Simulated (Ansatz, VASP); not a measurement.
One calculation of TiAl, two programs

File POSCAR:

```
TiAl
1.0
    2.8672622327      0.0000000000      0.0000000000
   -1.4336311163      2.4831219328      0.0000000000
    0.0000000000      0.0000000000      4.6780830000
Ti Al
1 1
Direct
   -0.0402718846     -0.0805437693      0.0000000000
    0.3333333333      0.6666666667      0.5000000000
```

File INCAR.step1:

```
  PREC = Accurate
  ENCUT = 520
  ISMEAR = 0
  SIGMA = 0.15
  LREAL = False
  LASPH = True
  NELM = 100
  NBANDS = 14
  GGA = PE
  ALGO = Normal
  EDIFF = 1E-4
  LWAVE = True
  LCHARG = False
```

The input INCAR.step2:

```
  PREC = Accurate
  ENCUT = 520
  EDIFF = 1E-7
  ISMEAR = 0
  SIGMA = 0.15
  LREAL = False
  LASPH = True
  NELM = 100
  ALGO = Normal
  ISIF = 2
  LWAVE = False
  LCHARG = False
  METAGGA = R2SCAN
  LMIXTAU = True
  NBANDS = 14
  ISTART = 1
```

KPOINTS

```
Automatic mesh
0
Gamma
  18 18 10
```

Input for Ansatz:

```yaml
crystal:
  lattice:
    - [2.8672622327, 0.0, 0.0]
    - [-1.4336311163, 2.4831219328, 0.0]
    - [0.0, 0.0, 4.678083]
  atoms:
    - { symbol: Ti, position: [-0.0402718846, -0.0805437693, 0.0] }
    - { symbol: Al, position: [0.3333333333, 0.6666666667, 0.5] }
basis:
  ecutwfc: 500
kpoints:
  mp_grid: { grid: [18, 18, 10] }
hamiltonian:
  xc: r2scan
scf:
  occupations: { method: gaussian, width: 0.15 }
output:
  forces: true
  stress: true
  eigenvalues: true
```

Alike in both runs: task single point; functional r2SCAN; k mesh 18 × 18 × 10; occupations gaussian, width 0.15 eV; no spin polarisation.

```csv
,VASP,Ansatz
version,VASP 6.6.1,Ansatz 0.2.0
potentials or method,"VASP PAW PBE potentials, release 64 (Ti_sv, Al), cutoff 520 eV","scalar-relativistic, plane waves, PAW"
valence electrons in the cell,15,15
```

Ansatz gave:

| Quantity | Value |
| --- | --- |
| gap on the k mesh at the Fermi level (eV) | none |
| pressure (GPa) | -0.8 |
| traceless stress, the component that is largest in VASP (GPa) | 3.69 |
| rms of the force components (eV/Å) | 0.178 |

Question: What did VASP give for the same quantities?

Answer: gap on the k mesh at the Fermi level (eV): none; pressure (GPa): -0.7; traceless stress, the component that is largest in VASP (GPa): 3.69; rms of the force components (eV/Å): 0.179.

VASP's potentials were made for PBE, not for r2SCAN. Atom by atom the forces differ by 0.000 eV/Å (rms over components). A gap of «none» marks a metal or a gap that the smearing closes. With one functional, cell and mesh, what is left measures potentials, basis and numerics.
